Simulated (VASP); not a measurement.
Here is a VASP 6.6.1 calculation.

Contents of POSCAR:

```
AgI
1.0
    4.6969229833      0.0000000000      0.0000000000
   -2.3484614917      4.0676546231      0.0000000000
    0.0000000000      0.0000000000      7.6745421479
Ag I
2 2
Direct
    0.3333333333      0.6666666667      0.0000048562
    0.6666666667      0.3333333333      0.5000048562
    0.3333333333      0.6666666667      0.3749951438
    0.6666666667      0.3333333333      0.8749951438
```

Contents of INCAR.step1:

```
SYSTEM = AgI
ALGO = Normal ; EDIFF = 1E-5
ENCUT = 550 ; GGA = PE
GGA_COMPAT = .FALSE. ; ISMEAR = 0
LASPH = .TRUE. ; LCHARG = .FALSE.
LREAL = .FALSE. ; LWAVE = .TRUE.
NBANDS = 26 ; NELM = 120
PREC = Accurate ; SIGMA = 0.01
```

INCAR.step2

```
SYSTEM = AgI
ALGO = Normal ; EDIFF = 1E-6
ENCUT = 550 ; GGA_COMPAT = .FALSE.
ISIF = 2 ; ISMEAR = 0
ISTART = 1 ; LASPH = .TRUE.
LCHARG = .FALSE. ; LMIXTAU = .TRUE.
LREAL = .FALSE. ; LWAVE = .FALSE.
METAGGA = R2SCAN ; NBANDS = 26
NELM = 120 ; PREC = Accurate
SIGMA = 0.01
```

Contents of KPOINTS:

```
k-points
0
G
  6 6 4
  0 0 0
```

Potentials or basis: VASP PAW PBE potentials, release 64 (Ag, I).

The run is started by

```sh
$ cat potpaw_PBE.64/Ag/POTCAR potpaw_PBE.64/I/POTCAR > POTCAR
$ cp INCAR.step1 INCAR
$ mpirun -np 1 vasp_std > vasp.out
$ cp INCAR.step2 INCAR
$ mpirun -np 1 vasp_std > vasp.out
```

Problem. Predict the band gap on the k mesh.

Solution. 1.83 eV.

Problem. Predict the pressure.

Solution. -0.9 GPa.

Caveat: the PAW data sets were made with another functional, which shifts forces and pressure a little; spin-orbit coupling is left out, which moves the levels of the heavy elements.
